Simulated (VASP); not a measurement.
# Si (P6/mmm) in VASP: a series of runs, part 2 of 2

VASP 6.6.1. Earlier steps stand in the parts before.

## Step 4: Single point, r2SCAN (strain +0.050 along x and y, -0.050 along z)

Input file POSCAR:

```
Si
1.0
    2.7515699556      0.0000000000      0.0000000000
   -1.3757849778      2.3829294819      0.0000000000
    0.0000000000      0.0000000000      2.3430366705
Si
1
Direct
    0.0000000000      0.0000000000      0.0000000000
```

Input file INCAR.step1:

```
SYSTEM = Si
PREC = Accurate
ENCUT = 520
ISMEAR = 0
SIGMA = 0.15
LREAL = .FALSE.
LASPH = .TRUE.
NELM = 100
NBANDS = 8
GGA = PE
ALGO = Normal
EDIFF = 1E-4
LWAVE = .TRUE.
LCHARG = .FALSE.
```

Input file INCAR.step2:

```
SYSTEM = Si
PREC = Accurate
ENCUT = 520
EDIFF = 1E-6
ISMEAR = 0
SIGMA = 0.15
LREAL = .FALSE.
LASPH = .TRUE.
NELM = 100
ALGO = Normal
ISIF = 2
LWAVE = .FALSE.
LCHARG = .FALSE.
METAGGA = R2SCAN
LMIXTAU = .TRUE.
NBANDS = 8
ISTART = 1
```

Input file KPOINTS:

```
Automatic mesh
0
G
  24 24 20
  0 0 0
```

Potentials or basis: VASP PAW PBE potentials, release 64 (Si).

Started as:

```
> cat potpaw_PBE.64/Si/POTCAR > POTCAR
> cp INCAR.step1 INCAR
> mpirun -np 1 vasp_std > vasp.out
> cp INCAR.step2 INCAR
> mpirun -np 1 vasp_std > vasp.out
```

OUTCAR:

```text
SYSTEM = Si
   PREC = Accurate
   ENCUT = 520
   EDIFF = 1E-6
   ISMEAR = 0
   LREAL = .FALSE.
   LASPH = .TRUE.
   NELM = 100
   ISIF = 2
   METAGGA = R2SCAN
   ISTART = 1

 ion  position               nearest neighbor table
   1  0.000  0.000  0.000-

  LATTYP: Found a hexagonal cell.
 ALAT       =     2.7515699556
 C/A-ratio  =     0.8515272039

  Lattice vectors:

 A1 = (   2.7515699556,   0.0000000000,   0.0000000000)
 A2 = (  -1.3757849778,   2.3829294819,   0.0000000000)
 A3 = (   0.0000000000,   0.0000000000,   2.3430366705)

Analysis of symmetry for initial positions (statically):
=====================================================================
 Subroutine PRICEL returns:
 Original cell was already a primitive cell.

 Routine SETGRP: Setting up the symmetry group for a
 hexagonal supercell.

 Subroutine GETGRP returns: Found 24 space group operations
 (whereof 24 operations were pure point group operations)
 out of a pool of 24 trial point group operations.

The static configuration has the point symmetry D_6h.

Analysis of symmetry for dynamics (positions and initial velocities):
=====================================================================
 Subroutine PRICEL returns:
 Original cell was already a primitive cell.

 Routine SETGRP: Setting up the symmetry group for a
 hexagonal supercell.

 Subroutine GETGRP returns: Found 24 space group operations
 (whereof 24 operations were pure point group operations)
 out of a pool of 24 trial point group operations.

The dynamic configuration has the point symmetry D_6h.

 Subroutine INISYM returns: Found 24 space group operations
 (whereof 24 operations are pure point group operations),
 and found     1 'primitive' translations

----------------------------------------------------------------------------------------

[... 110 lines left out ...]
     AMIX_MAG =   1.60;   BMIX_MAG =  1.00
  volume/ion in A,a.u.               =      15.36       103.67
  Fermi-wavevector in a.u.,A,eV,Ry     =   1.045373  1.975468 14.868506  1.092804
  Thomas-Fermi vector in A             =   2.180166
   LORBIT       =      0    0 simple, 1 ext, 2 COOP (PROOUT), +10 PAW based schemes
   METAGGA = R2SCAN    functional components
   LHFCALC =     F    Hartree Fock is set to
   AEXX    =    0.0000 exact exchange contribution
   IVDW    =     0    specifies the selected vdW correction
   LEPSILON=     F    determine dielectric tensor
   LRPA    =     F    only Hartree local field effects (RPA)
 non-spin polarized calculation
 Gauss-broadening in eV      SIGMA  =   0.15
  energy-cutoff  :      520.00
  volume of cell :       15.36
 maximum number of plane-waves:       425
   NGX = 11   NGY = 11   NGZ =  9

 number of electron       4.0000000 magnetization

 Free energy of the ion-electron system (eV)
  ---------------------------------------------------
  ext. energy  EPLUGINS =         0.00000000
  ---------------------------------------------------
  free energy    TOTEN  =        -8.26280254 eV

  energy without entropy =       -8.26011655  energy(sigma->0) =       -8.26145954

 E-fermi :   9.1202     XC(G=0): -11.4649

 val. band max:        9.1100622349   @ k =   0.1667   0.1667   0.0500
 cond. band min:       9.1263789112   @ k =   0.4167   0.0417   0.4500
 fundamental gap:      0.0163166763
 Fermi energy:         9.1202173318

 k-point     1 :       0.0000    0.0000    0.0000
  band No.  band energies     occupation
      1      -5.3821      2.00000
      2      17.4962      0.00000
      3      17.7223      0.00000
      4      17.7223      0.00000
      5      20.6380      0.00000
      6      20.8683      0.00000
      7      20.8683      0.00000
      8      26.3465      0.00000
[... 243 lines left out ...]
 k-point    24 :       0.4583    0.0417    0.0000
  band No.  band energies     occupation
      1       0.3182      2.00000
      2       2.3088      2.00000
      3      12.3338      0.00000
      4      15.9626      0.00000
      5      24.8883      0.00000
      6      27.2280      0.00000
      7      27.8713      0.00000
      8      32.1510      0.00000

 [... further k-points ...]

------------------------ aborting loop because EDIFF is reached ----------------------------------------

  FORCE on cell =-STRESS in cart. coord.  units (eV):
  Direction    XX          YY          ZZ          XY          YZ          ZX
  --------------------------------------------------------------------------------------
  -------------------------------------------------------------------------------------
  Total       -0.7643515     -0.7643515      1.5008379      0.0000000      0.0000000      0.0000000
  in kB      -79.7136814    -79.7136814    156.5213271      0.0000000      0.0000000      0.0000000
  external PRESSURE =      -0.9686786 kB  Pullay stress =       0.0000000 kB

 VOLUME and BASIS-vectors are now :
 -----------------------------------------------------------------------------
  energy-cutoff  :      520.00
  volume of cell :       15.36
      direct lattice vectors                 reciprocal lattice vectors
     2.751569956  0.000000000  0.000000000     0.363428885  0.209825764  0.000000000
    -1.375784978  2.382929482  0.000000000     0.000000000  0.419651529  0.000000000
     0.000000000  0.000000000  2.343036671     0.000000000  0.000000000  0.426796564

 POSITION                                       TOTAL-FORCE (eV/Angst)
 -----------------------------------------------------------------------------------
      0.00000      0.00000      0.00000         0.000000      0.000000      0.000000
 -----------------------------------------------------------------------------------
    total drift:                               -0.000000      0.000000      0.000000

  FREE ENERGIE OF THE ION-ELECTRON SYSTEM (eV)
  ---------------------------------------------------
  free  energy   TOTEN  =        -8.2628025380 eV

  energy  without entropy=       -8.2601165480  energy(sigma->0) =       -8.26145954
```

OUTCAR.step1:

```text
SYSTEM = Si
   PREC = Accurate
   ENCUT = 520
   ISMEAR = 0
   LREAL = .FALSE.
   LASPH = .TRUE.
   NELM = 100
[... 481 lines left out ...]
 -----------------------------------------------------------------------------------
      0.00000      0.00000      0.00000         0.000000      0.000000      0.000000
 -----------------------------------------------------------------------------------
    total drift:                                0.000000     -0.000000      0.000000

  FREE ENERGIE OF THE ION-ELECTRON SYSTEM (eV)
  ---------------------------------------------------
  free  energy   TOTEN  =        -5.0528687737 eV

  energy  without entropy=       -5.0496732326  energy(sigma->0) =       -5.05127100
```

Wall time 2.2 min (1 thread of Intel Xeon Platinum 8375C at 2.90GHz (Ice Lake), shared host); peak memory 0.18 GiB.

Results:

```
Free energy            : -8.2628 eV
Pressure               : -0.1 GPa
Band gap on the k mesh : zero (band 2 reaches 17.50 eV, above the bottom of band 3 at 4.26 eV)
```

Caveat: the cell differs from its parent crystal (strain +0.050 along x and y, -0.050 along z); the PAW data sets were made with another functional, which shifts forces and pressure a little.

## Step 5: Single point, r2SCAN (strain +0.000 along x and y, +0.050 along z)

Input file POSCAR:

```
Si
1.0
    2.6205428149      0.0000000000      0.0000000000
   -1.3102714075      2.2694566494      0.0000000000
    0.0000000000      0.0000000000      2.5896721095
Si
1
Direct
    0.0000000000      0.0000000000      0.0000000000
```

Input file INCAR.step1:

```
SYSTEM = Si
PREC = Accurate
ENCUT = 520
ISMEAR = 0
SIGMA = 0.15
LREAL = .False.
LASPH = .True.
NELM = 100
NBANDS = 8
GGA = PE
ALGO = Normal
EDIFF = 1E-4
LWAVE = .True.
LCHARG = .False.
```

Input file INCAR.step2:

```
SYSTEM = Si
PREC = Accurate
ENCUT = 520
EDIFF = 1E-6
ISMEAR = 0
SIGMA = 0.15
LREAL = .False.
LASPH = .True.
NELM = 100
ALGO = Normal
ISIF = 2
LWAVE = .False.
LCHARG = .False.
METAGGA = R2SCAN
LMIXTAU = .True.
NBANDS = 8
ISTART = 1
```

Input file KPOINTS:

```
Automatic mesh
0
Gamma
  24 24 20
  0 0 0
```

Started as:

```
> cat potpaw_PBE.64/Si/POTCAR > POTCAR
> cp INCAR.step1 INCAR
> mpirun -np 1 vasp_std > vasp.out
> cp INCAR.step2 INCAR
> mpirun -np 1 vasp_std > vasp.out
```

It took 2.3 min on 1 thread of Intel Xeon Platinum 8375C at 2.90GHz (Ice Lake), shared host; peak memory 0.18 GiB.

Results (log left out):

```yaml
Free_energy: -8.3036 eV
Pressure: -3.4 GPa
Band_gap_on_the_k_mesh: zero (band 2 reaches 15.85 eV, above the bottom of band 3 at 4.58 eV)
```

Stress tensor (GPa, compression positive):
```
  0.46   0.00   0.00
  0.00   0.46   0.00
  0.00   0.00 -11.19
```

Levels at points of the mesh, in eV from the Fermi level:
```csv
k point,band 1,band 2,band 3,band 4,band 5,band 6,band 7
"(0.00, 0.00, 0.00)",-14.49,6.60,7.31,11.50,11.50,13.35,13.35
"(0.50, 0.00, 0.00)",-7.50,-6.86,5.90,7.21,11.90,14.40,17.43
"(0.00, 0.00, 0.50)",-10.21,-7.27,14.69,14.69,15.65,15.65,17.97
"(0.50, 0.00, 0.50)",-3.57,-2.35,-1.85,1.98,9.10,12.71,13.57
```

Caveat: the cell differs from its parent crystal (strain +0.000 along x and y, +0.050 along z); the PAW data sets were made with another functional, which shifts forces and pressure a little.

## Step 6: Single point, r2SCAN (strain +0.025 along x and y, +0.000 along z)

Input file POSCAR:

```
Si
1.0
    2.6860563853      0.0000000000      0.0000000000
   -1.3430281927      2.3261930656      0.0000000000
    0.0000000000      0.0000000000      2.4663543900
Si
1
Direct
    0.0000000000      0.0000000000      0.0000000000
```

Input file INCAR.step1:

```
SYSTEM = Si
ALGO = Normal
EDIFF = 1E-4
ENCUT = 520
GGA = PE
ISMEAR = 0
LASPH = .True.
LCHARG = .False.
LREAL = .False.
LWAVE = .True.
NBANDS = 8
NELM = 100
PREC = Accurate
SIGMA = 0.15
```

Input file INCAR.step2:

```
SYSTEM = Si
ALGO = Normal
EDIFF = 1E-6
ENCUT = 520
ISIF = 2
ISMEAR = 0
ISTART = 1
LASPH = .True.
LCHARG = .False.
LMIXTAU = .True.
LREAL = .False.
LWAVE = .False.
METAGGA = R2SCAN
NBANDS = 8
NELM = 100
PREC = Accurate
SIGMA = 0.15
```

Input file KPOINTS:

```
k-points
0
Gamma
  24 24 20
  0 0 0
```

Potentials or basis: VASP PAW PBE potentials, release 64 (Si).

Started as:

```
> cat potpaw_PBE.64/Si/POTCAR > POTCAR
> cp INCAR.step1 INCAR
> mpirun -np 1 vasp_std > vasp.out
> cp INCAR.step2 INCAR
> mpirun -np 1 vasp_std > vasp.out
```

It took 2.2 min on 1 thread of Intel Xeon Platinum 8375C at 2.90GHz (Ice Lake), shared host; peak memory 0.17 GiB.

The run converged. Its results:

* Free energy: -8.3211 eV
* Pressure: -3.1 GPa
* Band gap on the k mesh: zero (band 2 reaches 17.13 eV, above the bottom of band 3 at 4.43 eV)

Stress tensor (GPa, compression positive):
```
-4.44  0.00  0.00
 0.00 -4.44  0.00
 0.00  0.00 -0.39
```

Levels at points of the mesh, in eV from the Fermi level:
```
           k point  band 1  band 2  band 3  band 4  band 5  band 6
(0.00, 0.00, 0.00)  -14.51    7.99    8.83    9.98    9.98   12.51
(0.50, 0.00, 0.00)   -8.12   -6.96    4.89    6.59   13.60   16.30
(0.00, 0.00, 0.50)   -9.29   -7.26   13.97   13.97   15.52   15.52
(0.50, 0.00, 0.50)   -2.89   -2.44   -1.91    1.92    8.88   12.57
```

Caveat: the cell differs from its parent crystal (strain +0.025 along x and y, +0.000 along z); the PAW data sets were made with another functional, which shifts forces and pressure a little.

## Step 7: Summary

| cell | gap on the mesh (eV) | pressure (GPa) |
| --- | --- | --- |
| a = 2.621, b = 2.621, c = 2.528 Å, angles 90.0, 90.0, 120.0°, 1 atom | none | -1.0 |
| a = 2.686, b = 2.686, c = 2.405 Å, angles 90.0, 90.0, 120.0°, 1 atom | none | 0.3 |
| a = 2.752, b = 2.752, c = 2.343 Å, angles 90.0, 90.0, 120.0°, 1 atom | none | -0.1 |
| a = 2.621, b = 2.621, c = 2.590 Å, angles 90.0, 90.0, 120.0°, 1 atom | none | -3.4 |
| a = 2.686, b = 2.686, c = 2.466 Å, angles 90.0, 90.0, 120.0°, 1 atom | none | -3.1 |

Alike in all rows: task single point; level r2SCAN; potentials or basis VASP PAW PBE potentials, release 64 (Si); no spin polarisation; k mesh 24 × 24 × 20; cutoff (eV) 520; smearing gaussian 0.15 eV.

Caveats: the PAW data sets were made with another functional, which shifts forces and pressure a little.

Total energies depend on the potentials used, so only differences within one code and one set of settings carry meaning.
